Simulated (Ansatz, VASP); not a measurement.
**Two plane-wave programs on CaS**

```
Ca S
1.0
     0.00000    2.84794    2.84794
     2.84794    0.00000    2.84794
     2.84794    2.84794    0.00000
Ca S
1 1
Cartesian
  0.0000 0.0000 0.0000
  2.8479 2.8479 2.8479
```

Alike in both runs: task single point; functional r2SCAN; k mesh 6 × 6 × 6; no spin polarisation.

|  | VASP | Ansatz |
| --- | --- | --- |
| version | VASP 6.6.1 | Ansatz 0.2.0 |
| potentials or method | VASP PAW PBE potentials, release 64 (Ca_sv, S) | plane waves |
| plane-wave cutoff (eV) | 550 | 500 |
| occupations | gaussian, width 0.01 eV | fixed |
| valence electrons in the cell | 16 | 16 |

Ansatz gave:

| Item | Value |
| --- | --- |
| gap on the k mesh at the Fermi level (eV) | 2.80 |
| pressure (GPa) | 0.0 |

**Question.** Estimate VASP's values.

**Answer.** gap on the k mesh at the Fermi level (eV): 2.80; pressure (GPa): 0.3.

VASP's potentials were made for PBE, not for r2SCAN.
